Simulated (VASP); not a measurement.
Hg, 2 atoms in the cell. Symmetry: P6_3/mmc, No. 194, hexagonal system. The conventional cell has a = 3.164 Å, b = 3.164 Å, c = 4.910 Å, α = 90.00°, β = 90.00°, γ = 120.00°. Within 4.0 Å of Hg (site symmetry -6m2) lie 12 Hg at 3.06 to 3.16 Å. 

| Property | Result |
| --- | --- |
| Program | VASP 6.6.1 |
| Task | relaxation of shape and atoms at fixed volume |
| Functional | PBE |
| Potentials or basis | VASP PAW PBE potentials, release 64 (Hg) |
| Cutoff | 600 eV |
| k mesh | 14 × 14 × 8 |
| Occupations | fermi-dirac, width 0.05 eV |
| Spin | no spin polarisation |
| Dipole correction | no |
| Further INCAR settings | ALGO = Normal; EDIFF = 1e-06; IBRION = 2; EDIFFG = -0.005; NSW = 50; ISIF = 4 |

Potentials or basis: VASP PAW PBE potentials, release 64 (Hg).

The run is started by

```sh
$ cat potpaw_PBE.64/Hg/POTCAR > POTCAR
$ mpirun -np 1 vasp_std > vasp.out
```

Hardware: 1 thread of Intel(R) Xeon(R) 6975P-C (Granite Rapids), with other jobs on the host.

**Question.** How long does it take, and how much memory?

**Answer.** It took 110 s on 1 thread of Intel(R) Xeon(R) 6975P-C (Granite Rapids), on a shared host, peak memory 0.24 GiB. Counts: scf iterations 43, k points 120, ion steps 6.
